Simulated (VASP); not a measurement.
Write the native input for VASP 6.6.1 that does the following.

* Task: single point
* Functional: r2SCAN
* Potentials or basis: VASP PAW PBE potentials, release 64 (Al, Cu)
* Cutoff: 520 eV
* k mesh: 6 × 6 × 4
* Occupations: gaussian, width 0.1 eV
* Spin: no spin polarisation
* Dipole correction: no
* Further INCAR settings: ALGO = Normal; EDIFF = 1e-06; NBANDS = 24

Crystal: Al3Cu2.

```
Al Cu
1.0
     4.09195    0.00000    0.00000
    -2.04598    3.54373    0.00000
     0.00000    0.00000    4.99278
Al Cu
3 2
Direct
  0.00000 0.00000 0.00000
  0.00000 0.36250 0.74710
  0.04600 0.18120 0.24570
  0.00000 0.36250 0.19150
  0.04600 0.18120 0.80130
```

One way to write it, as run:

POSCAR

```
Al3Cu2
1.0
    4.0919516368      0.0000000000      0.0000000000
   -2.0459758184      3.5437340685      0.0000000000
    0.0000000000      0.0000000000      4.9927787000
Al Cu
3 2
Direct
    0.0000000000      0.0000000000      0.0000000000
    0.0000000000      2.3625000000      1.7471000000
    2.0460000000      1.1812000000      3.2457000000
    0.0000000000      2.3625000000      4.1915000000
    2.0460000000      1.1812000000      0.8013000000
```

INCAR.step1

```
SYSTEM = Al3Cu2
  ALGO = Normal
  EDIFF = 1E-4
  ENCUT = 520
  GGA = PE
  ISMEAR = 0
  LASPH = .True.
  LCHARG = .False.
  LREAL = .False.
  LWAVE = .True.
  NBANDS = 24
  NELM = 60
  PREC = Accurate
  SIGMA = 0.1
```

INCAR.step2

```
SYSTEM = Al3Cu2
  ALGO = Normal
  EDIFF = 1E-6
  ENCUT = 520
  ISIF = 2
  ISMEAR = 0
  ISTART = 1
  LASPH = .True.
  LCHARG = .True.
  LELF = .True.
  LMIXTAU = .True.
  LREAL = .False.
  LVHAR = .True.
  LWAVE = .False.
  METAGGA = R2SCAN
  NBANDS = 24
  NELM = 60
  PREC = Accurate
  SIGMA = 0.1
```

KPOINTS

```
k-points
0
Gamma
  6 6 4
  0 0 0
```

Potentials or basis: VASP PAW PBE potentials, release 64 (Al, Cu).

The run is started by

```console
$ cat potpaw_PBE.64/Al/POTCAR potpaw_PBE.64/Cu/POTCAR > POTCAR
$ cp INCAR.step1 INCAR
$ mpirun -np 1 vasp_std > vasp.out
$ cp INCAR.step2 INCAR
$ mpirun -np 1 vasp_std > vasp.out
```

It gave:

| Item | Value |
| --- | --- |
| Pressure | 166.2 GPa |
| Largest force | 57.731 eV/Å |
| Band gap on the k mesh | zero (an odd number of electrons rules out a gap without spin polarisation) |

Caveat: atoms lie so close that the PAW spheres overlap strongly, which falsifies energies and pressures; the cell stands under pressure; the PAW data sets were made with another functional, which shifts forces and pressure a little.

Run time: 7.5 min on 1 thread of Intel(R) Xeon(R) Platinum 8488C (Sapphire Rapids) (shared host), peak memory 0.26 GiB.
